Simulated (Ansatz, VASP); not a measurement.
**Two plane-wave programs on Al**

Contents of INCAR:

```
PREC = Accurate
ENCUT = 600
EDIFF = 1E-6
ISMEAR = -1
SIGMA = 0.05
LREAL = False
LASPH = True
NELM = 80
ALGO = Fast
ISIF = 3
LWAVE = False
LCHARG = False
GGA = PE
IVDW = 13
IBRION = 2
NSW = 60
EDIFFG = -0.01
```

File KPOINTS:

```
regular mesh
0
Gamma
  7 7 10
```

File POSCAR:

```
Al
1.0
    4.4916000000      0.0000000000      0.0000000000
   -2.2458000000      3.8898400000      0.0000000000
    0.0000000000      0.0000000000      2.7226000000
Al
2
Direct
    0.3333300000      0.6666700000      0.0000000000
    0.6666700000      0.3333300000      0.0000000000
```

The input input.yaml:

```yaml
crystal:
  lattice:
    - [4.4916, 0.0, 0.0]
    - [-2.2458, 3.88984, 0.0]
    - [0.0, 0.0, 2.7226]
  atoms:
    - { symbol: Al, position: [0.33333, 0.66667, 0.0] }
    - { symbol: Al, position: [0.66667, 0.33333, 0.0] }
hamiltonian:
  xc: pbe
  pseudopotentials: { kind: paw }
  dispersion: d4
kpoints:
  mp_grid: { grid: [7, 7, 10] }
scf:
  occupations: { method: fermi_dirac, width: 0.05 }
output:
  forces: true
  stress: true
  eigenvalues: true
relax:
  f_tol: 0.01
  max_steps: 40
  cell: { stress_tol: 0.05 }
```

Alike in both runs: task relaxation of cell and atoms; functional PBE; dispersion D4; k mesh 7 × 7 × 10; occupations fermi-dirac, width 0.05 eV; no spin polarisation.

|  | VASP | Ansatz |
| --- | --- | --- |
| version | VASP 6.6.1 | Ansatz 0.2.0 |
| potentials or method | VASP PAW PBE potentials, release 64 (Al) | Ansatz PAW |
| plane-wave cutoff (eV) | 600 | 420 |
| valence electrons in the cell | 6 | 6 |

```tsv
	VASP	Ansatz	Ansatz less VASP
gap on the k mesh at the Fermi level, each at its own relaxed structure (eV)	none	none	-
relaxed volume (Å³/atom)	23.77	23.77	-0.004
relaxed cell length with the largest relative difference (Å)	2.714	2.714	-0.0003
```

A gap of «none» marks a metal or a gap that the smearing closes.

Noted on Ansatz's run: the plane-wave basis is chosen anew once the cell has moved, so the energies of steps on either side of that aren't comparable.
